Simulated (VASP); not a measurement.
# Al18N in VASP: notebook

The runs below take Al18N through single point, with PBEsol.

Everything below comes from runs of VASP 6.6.1. Logs are shortened: lines on timing, memory, paths and dates and some standing lists are left out, and cuts for length are marked.

### 1 The cell of the first run

The cell holds a slab with vacuum, 19 atoms: a = 12.150 Å, b = 5.728 Å, c = 13.864 Å, α = 90.00°, β = 90.00°, γ = 90.00°.

### 2 Single point, PBEsol

File INCAR:

```
SYSTEM = Al18N
ALGO = Normal
EDIFF = 1E-7
ENCUT = 520
GGA = PS
ISIF = 2
ISMEAR = 0
LASPH = .True.
LCHARG = .False.
LREAL = Auto
LWAVE = .False.
NBANDS = 44
NELM = 100
PREC = Accurate
SIGMA = 0.1
```

File KPOINTS:

```
k-points
0
Gamma
  2 4 1
  0 0 0
```

File POSCAR:

```
Al18N
1.0
   12.1500000000      0.0000000000      0.0000000000
    0.0000000000      5.7275650000      0.0000000000
    0.0000000000      0.0000000000     13.8637820000
Al N
18 1
Direct
    0.0000000000      0.0000000000      0.0721304000
    0.3333333000      0.0000000000      0.0721304000
    0.6666667000      0.0000000000      0.0721304000
    0.0000000000      0.5000000000      0.0721304000
    0.3333333000      0.5000000000      0.0721304000
    0.6666667000      0.5000000000      0.0721304000
    0.1674356806      0.2496216960      0.1671390076
    0.4977534663      0.2497023761      0.1663718459
    0.8325287118      0.2495730456      0.1733416150
    0.1715531312      0.7495042733      0.1981071169
    0.4997819619      0.7496257372      0.1647261222
    0.8274985683      0.7495505319      0.1792342798
   -0.0047079117      0.0006851816      0.2773978908
    0.3397604389      0.0257270293      0.2796199035
    0.6585838294     -0.0019672416      0.2763447728
   -0.0046074464      0.4975137909      0.2773536296
    0.3397405878      0.4734529579      0.2797053739
    0.6585996226      0.5006003914      0.2763265625
    0.2705870873      0.7496396207      0.3016316876
```

Potentials or basis: VASP PAW PBE potentials, release 64 (Al, N).

The run is started by

```
cat potpaw_PBE.64/Al/POTCAR potpaw_PBE.64/N/POTCAR > POTCAR
mpirun -np 1 vasp_std > vasp.out
```

OUTCAR:

```text
SYSTEM = Al18N
   EDIFF = 1E-7
   ENCUT = 520
   GGA = PS
   ISIF = 2
   ISMEAR = 0
   LASPH = .True.
   LREAL = Auto
   NELM = 100
   PREC = Accurate

 ion  position               nearest neighbor table
   1  0.000  0.000  0.072-   7 2.81  13 2.85   9 2.86   4 2.86   4 2.86  12 2.94  10 3.07
   2  0.333  0.000  0.072-   8 2.78  11 2.79   7 2.80   5 2.86   5 2.86  14 2.88  10 3.00
   3  0.667  0.000  0.072-  11 2.80   8 2.82  15 2.83   9 2.84  12 2.84   6 2.86   6 2.86
   4  0.000  0.500  0.072-   7 2.82  16 2.85   9 2.86   1 2.86   1 2.86  12 2.94  10 3.07
   5  0.333  0.500  0.072-   8 2.78  11 2.79   7 2.80   2 2.86   2 2.86  17 2.88  10 2.99
   6  0.667  0.500  0.072-  11 2.79   8 2.82  18 2.83  12 2.84   9 2.84   3 2.86   3 2.86
   7  0.167  0.250  0.167-   2 2.80   5 2.80   1 2.81   4 2.82  10 2.90  10 2.90  14 2.91  17 2.91
                            16 2.95  13 2.96
   8  0.498  0.250  0.166-   2 2.78   5 2.78  14 2.79  17 2.79   3 2.82   6 2.82  11 2.86  11 2.86
                            18 2.86  15 2.87
   9  0.833  0.250  0.173-  16 2.83  13 2.83   3 2.84   6 2.84   1 2.86   4 2.86  12 2.87  12 2.87
                            18 2.93  15 2.93
  10  0.172  0.750  0.198-  19 1.87  13 2.80  16 2.81  17 2.82  14 2.82   7 2.90   7 2.90   5 2.99
                             2 3.00   4 3.07   1 3.07
  11  0.500  0.750  0.165-   5 2.79   2 2.79   6 2.79   3 2.80  15 2.85  18 2.86   8 2.86   8 2.86
                            14 2.97  17 2.97
  12  0.827  0.750  0.179-  15 2.84  18 2.84   6 2.84  13 2.84   3 2.84  16 2.85   9 2.87   9 2.87
                             4 2.94   1 2.94
  13  0.995  0.001  0.277-  10 2.80   9 2.83  12 2.84  16 2.85   1 2.85  16 2.88   7 2.96
  14  0.340  0.026  0.280-  19 1.82  17 2.56   8 2.79  10 2.82   2 2.88   7 2.91  11 2.97  17 3.16

  15  0.659  0.998  0.276-   3 2.83  12 2.84  18 2.85  11 2.85   8 2.87  18 2.88   9 2.93
  16  0.995  0.498  0.277-  10 2.81   9 2.83  12 2.85  13 2.85   4 2.85  13 2.88   7 2.95
  17  0.340  0.473  0.280-  19 1.82  14 2.56   8 2.79  10 2.82   5 2.88   7 2.91  11 2.97  14 3.16

  18  0.659  0.501  0.276-   6 2.83  12 2.84  15 2.85  11 2.86   8 2.86  15 2.88   9 2.93
  19  0.271  0.750  0.302-  14 1.82  17 1.82  10 1.87

  LATTYP: Found a simple orthorhombic cell.
 ALAT       =     5.7275650000
 B/A-ratio  =     2.1213203167
 C/A-ratio  =     2.4205368250

  Lattice vectors:

 A1 = (   0.0000000000,  -5.7275650000,   0.0000000000)
 A2 = (  12.1500000000,   0.0000000000,   0.0000000000)
 A3 = (   0.0000000000,   0.0000000000,  13.8637820000)

Analysis of symmetry for initial positions (statically):
=====================================================================
 Subroutine PRICEL returns:
 Original cell was already a primitive cell.

 Routine SETGRP: Setting up the symmetry group for a
 simple orthorhombic supercell.

 Subroutine GETGRP returns: Found  1 space group operations
 (whereof  1 operations were pure point group operations)
 out of a pool of  8 trial point group operations.

The static configuration has the point symmetry C_1 .

Analysis of symmetry for dynamics (positions and initial velocities):
=====================================================================
 Subroutine PRICEL returns:
 Original cell was already a primitive cell.

 Routine SETGRP: Setting up the symmetry group for a
 simple orthorhombic supercell.

 Subroutine GETGRP returns: Found  1 space group operations
 (whereof  1 operations were pure point group operations)
 out of a pool of  8 trial point group operations.

The dynamic configuration has the point symmetry C_1 .

 Subroutine INISYM returns: Found  1 space group operations
 (whereof  1 operations are pure point group operations),
 and found     1 'primitive' translations

----------------------------------------------------------------------------------------

                                     Primitive cell

  volume of cell :     964.7794

  direct lattice vectors                    reciprocal lattice vectors
    12.150000000  0.000000000  0.000000000     0.082304527  0.000000000  0.000000000
     0.000000000  5.727565000  0.000000000     0.000000000  0.174594265  0.000000000
     0.000000000  0.000000000 13.863782000     0.000000000  0.000000000  0.072130390

  length of vectors
    12.150000000  5.727565000 13.863782000     0.082304527  0.174594265  0.072130390

  position of ions in fractional coordinates (direct lattice)
     0.000000000  0.000000000  0.072130400
     0.333333300  0.000000000  0.072130400
     0.666666700  0.000000000  0.072130400
     0.000000000  0.500000000  0.072130400
     0.333333300  0.500000000  0.072130400
     0.666666700  0.500000000  0.072130400
[... 11 lines left out ...]
     0.658599623  0.500600391  0.276326563
     0.270587087  0.749639621  0.301631688

  ion indices of the primitive-cell ions
   primitive index   ion index
                 1           1
                 2           2
                 3           3
                 4           4
                 5           5
                 6           6
[... 11 lines left out ...]
                18          18
                19          19

----------------------------------------------------------------------------------------

 KPOINTS: k-points

Automatic generation of k-mesh.
 Grid dimensions read from file:
 generate k-points for:    2    4    1

 Generating k-lattice:

  Cartesian coordinates                     Fractional coordinates (reciprocal lattice)
     0.041152263  0.000000000  0.000000000     0.500000000  0.000000000  0.000000000
     0.000000000  0.043648566  0.000000000     0.000000000  0.250000000  0.000000000
     0.000000000  0.000000000  0.072130390     0.000000000  0.000000000  1.000000000

  Length of vectors
     0.041152263  0.043648566  0.072130390

  Shift w.r.t. Gamma in fractional coordinates (k-lattice)
     0.000000000  0.000000000  0.000000000

 Subroutine IBZKPT returns following result:
 ===========================================

 Found      6 irreducible k-points:

 Following reciprocal coordinates:
            Coordinates               Weight
  0.000000  0.000000  0.000000      1.000000
  0.500000  0.000000  0.000000      1.000000
  0.000000  0.250000  0.000000      2.000000
  0.500000  0.250000  0.000000      2.000000
  0.000000  0.500000  0.000000      1.000000
  0.500000  0.500000  0.000000      1.000000
   k-points           NKPTS =      6   k-points in BZ     NKDIM =      6   number of bands    NBANDS=     44
   number of dos      NEDOS =    301   number of ions     NIONS =     19
   total plane-waves  NPLWV = 466560
   dimension x,y,z NGX =    90 NGY =   48 NGZ =  108
   dimension x,y,z NGXF=   180 NGYF=   96 NGZF=  216
   ions per type =              18   1
   NGX,Y,Z   is equivalent  to a cutoff of  12.31, 13.93, 12.95 a.u.
   NGXF,Y,Z  is equivalent  to a cutoff of  24.63, 27.86, 25.90 a.u.
 SYSTEM =  Al18N
   PREC   = accura    normal or accurate (medium, high low for compatibility)
   ISTART =      0    job   : 0-new  1-cont  2-samecut
   ICHARG =      2    charge: 1-file 2-atom 10-const
   ISPIN  =      1    spin polarized calculation?
   LNONCOLLINEAR =      F non collinear calculations
   LSORBIT =      F    spin-orbit coupling
   LASPH  =      T    aspherical Exc in radial PAW
   ENCUT  =  520.0 eV  38.22 Ry    6.18 a.u.  22.59 10.65 25.78*2*pi/ulx,y,z
   NELM   =    100;   NELMIN=  2; NELMDL= -5     # of ELM steps
   EDIFF  = 0.1E-06   stopping-criterion for ELM
   LREAL  =      T    real-space projection
   EDIFFG = 0.1E-05   stopping-criterion for IOM
   NSW    =      0    number of steps for IOM
   IBRION =     -1    ionic relax: 0-MD 1-quasi-New 2-CG
   NFREE  =      0    steps in history (QN), initial steepest desc. (CG)
   ISIF   =      2    stress and relaxation
   ISYM   =      2    0-nonsym 1-usesym 2-fastsym
   POTIM  = 0.5000    time-step for ionic-motion
   TEBEG  =    0.0;   TEEND  =   0.0 temperature during run
   PSTRESS=    0.0 pullay stress
   NELECT =      59.0000    total number of electrons
   NUPDOWN=      -1.0000    fix difference up-down
   EMIN   =  10.00;   EMAX   =-10.00  energy-range for DOS
   EFERMI =   0.00;   METHOD = LEGACY
   ISMEAR =     0;   SIGMA  =   0.10  broadening in eV -4-tet -1-fermi 0-gaus
   EFERMI_NEDOS =   21; number of points for ismear=-14 and -15
   IALGO  =     38    algorithm
   IMIX   =      4    mixing-type and parameters
     AMIX     =   0.40;   BMIX     =  1.00
     AMIX_MAG =   1.60;   BMIX_MAG =  1.00
  volume/ion in A,a.u.               =      50.78       342.67
  Fermi-wavevector in a.u.,A,eV,Ry     =   0.644985  1.218845  5.660097  0.416005
  Thomas-Fermi vector in A             =   1.712492
   LORBIT       =      0    0 simple, 1 ext, 2 COOP (PROOUT), +10 PAW based schemes
   GGA     = PS    functional components
   LHFCALC =     F    Hartree Fock is set to
   AEXX    =    0.0000 exact exchange contribution
   IVDW    =     0    specifies the selected vdW correction
   LEPSILON=     F    determine dielectric tensor
   LRPA    =     F    only Hartree local field effects (RPA)
 non-spin polarized calculation
 Gauss-broadening in eV      SIGMA  =   0.10
  energy-cutoff  :      520.00
  volume of cell :      964.78
 maximum number of plane-waves:     26014
   NGX = 45   NGY = 21   NGZ = 51

 number of electron      59.0000000 magnetization

 Free energy of the ion-electron system (eV)
  ---------------------------------------------------
  ext. energy  EPLUGINS =         0.00000000
  ---------------------------------------------------
  free energy    TOTEN  =       -73.45073439 eV

  energy without entropy =      -73.41813271  energy(sigma->0) =      -73.43443355

 E-fermi :  -0.4684     XC(G=0):  -4.6613

 val. band max:       -0.5366092072   @ k =   0.0000   0.0000   0.0000
 cond. band min:      -0.4658257752   @ k =   0.5000   0.0000   0.0000
 fundamental gap:      0.0707834320
 Fermi energy:        -0.4684468881

 k-point     1 :       0.0000    0.0000    0.0000
  band No.  band energies     occupation
      1     -15.0278      2.00000
      2      -9.8395      2.00000
      3      -9.0070      2.00000
      4      -8.6361      2.00000
      5      -6.3272      2.00000
      6      -6.3207      2.00000
[... 33 lines left out ...]
     40       1.9546      0.00000
     41       1.9970      0.00000

 k-point     2 :       0.5000    0.0000    0.0000
  band No.  band energies     occupation
      1     -15.0278      2.00000
      2      -9.7675      2.00000
      3      -9.3456      2.00000
      4      -7.9378      2.00000
      5      -7.4008      2.00000
      6      -6.2947      2.00000
[... 33 lines left out ...]
     40       1.4759      0.00000
     41       1.4826      0.00000

 k-point     3 :       0.0000    0.2500    0.0000
  band No.  band energies     occupation
      1     -15.0165      2.00000
      2      -9.5800      2.00000
      3      -8.7318      2.00000
      4      -8.4855      2.00000
      5      -7.4328      2.00000
      6      -6.7290      2.00000
[... 33 lines left out ...]
     40       1.5294      0.00000
     41       1.8452      0.00000

 k-point     4 :       0.5000    0.2500    0.0000
  band No.  band energies     occupation
      1     -15.0165      2.00000
      2      -9.4908      2.00000
      3      -9.1339      2.00000
      4      -7.7797      2.00000
      5      -7.3110      2.00000
      6      -7.2281      2.00000
[... 33 lines left out ...]
     40       1.6865      0.00000
     41       1.9548      0.00000

 k-point     5 :       0.0000    0.5000    0.0000
  band No.  band energies     occupation
      1     -15.0052      2.00000
      2      -8.9590      2.00000
      3      -8.6794      2.00000
      4      -8.0712      2.00000
      5      -7.8979      2.00000
      6      -7.8801      2.00000
[... 33 lines left out ...]
     40       1.6994      0.00000
     41       1.7328      0.00000

 k-point     6 :       0.5000    0.5000    0.0000
  band No.  band energies     occupation
      1     -15.0052      2.00000
      2      -8.8034      2.00000
      3      -8.6535      2.00000
      4      -8.6080      2.00000
      5      -8.0555      2.00000
      6      -7.1174      2.00000
[... 33 lines left out ...]
     40       2.0842      0.00000
     41       2.1067      0.00000
 [bands above 41 left out]

------------------------ aborting loop because EDIFF is reached ----------------------------------------

  FORCE on cell =-STRESS in cart. coord.  units (eV):
  Direction    XX          YY          ZZ          XY          YZ          ZX
  --------------------------------------------------------------------------------------
  -------------------------------------------------------------------------------------
  Total       -8.3961963    -25.2933917      0.0437175     -0.0018572      0.0293114      0.0034688
  in kB      -13.9432861    -42.0039011      0.0726002     -0.0030842      0.0486765      0.0057605
  external PRESSURE =     -18.6248623 kB  Pullay stress =       0.0000000 kB

 VOLUME and BASIS-vectors are now :
 -----------------------------------------------------------------------------
  energy-cutoff  :      520.00
  volume of cell :      964.78
      direct lattice vectors                 reciprocal lattice vectors
    12.150000000  0.000000000  0.000000000     0.082304527  0.000000000  0.000000000
     0.000000000  5.727565000  0.000000000     0.000000000  0.174594265  0.000000000
     0.000000000  0.000000000 13.863782000     0.000000000  0.000000000  0.072130390

 POSITION                                       TOTAL-FORCE (eV/Angst)
 -----------------------------------------------------------------------------------
      0.00000      0.00000      1.00000         0.089667     -0.050406      0.051706
      4.05000      0.00000      1.00000        -0.115163      0.199799      0.020714
      8.10000      0.00000      1.00000         0.028342     -0.092959     -0.088433
      0.00000      2.86378      1.00000         0.090410      0.046357      0.052056
      4.05000      2.86378      1.00000        -0.116117     -0.204717      0.022576
      8.10000      2.86378      1.00000         0.029297      0.088556     -0.089225
[... 11 lines left out ...]
      8.00199      2.86722      3.83093        -0.001326     -0.000085      0.001840
      3.28763      4.29361      4.18176        -0.003405     -0.002853      0.017464
 -----------------------------------------------------------------------------------
    total drift:                               -0.002934      0.001034     -0.001286

  FREE ENERGIE OF THE ION-ELECTRON SYSTEM (eV)
  ---------------------------------------------------
  free  energy   TOTEN  =       -73.4507343935 eV

  energy  without entropy=      -73.4181327142  energy(sigma->0) =      -73.43443355
```

Wall time 5.7 min (1 thread of Intel Xeon 6975P-C (Granite Rapids), shared host); peak memory 0.89 GiB.

Results:

| Item | Value |
| --- | --- |
| Free energy | -73.4507 eV |
| Largest force | 0.236 eV/Å |
| Band gap on the k mesh | zero (an odd number of electrons rules out a gap without spin polarisation) |

Forces in eV/Å, atoms in the order of the input:
```
Al   0.090 -0.050  0.052
Al  -0.115  0.200  0.021
Al   0.028 -0.093 -0.088
Al   0.090  0.046  0.052
Al  -0.116 -0.205  0.023
Al   0.029  0.089 -0.089
Al  -0.005  0.001  0.001
Al   0.005  0.000  0.000
Al  -0.004  0.000  0.003
Al  -0.015  0.001 -0.008
Al  -0.001  0.003  0.000
Al   0.000  0.002  0.001
Al   0.001 -0.004  0.002
Al   0.009  0.016  0.004
Al  -0.003  0.005  0.003
Al   0.002  0.008  0.004
Al   0.009 -0.016  0.001
Al  -0.001  0.000  0.002
N   -0.003 -0.003  0.017
```

Levels at points of the mesh, in eV from the Fermi level:
```tsv
k point	band 25	band 26	band 27	band 28	band 29	band 30	band 31	band 32	band 33	band 34
(0.00, 0.00, 0.00)	-1.32	-1.18	-0.99	-0.93	-0.89	-0.60	-0.44	-0.07	0.50	0.71
(0.50, 0.00, 0.00)	-1.22	-1.10	-0.80	-0.45	-0.43	0.00	0.49	0.52	0.57	0.87
(0.00, 0.50, 0.00)	-0.39	-0.38	-0.32	-0.28	-0.24	-0.21	0.46	0.55	0.84	1.26
(0.50, 0.50, 0.00)	-0.70	-0.68	-0.48	-0.10	0.06	0.55	0.57	0.84	0.97	1.04
```

Caveat: there is no dipole correction, which matters where the two faces differ; the PAW data sets were made with another functional, which shifts forces and pressure a little.

(Part 1 of 2 ends here.)

The gap in the log of VASP goes by the Fermi energy; the results here count the filled bands.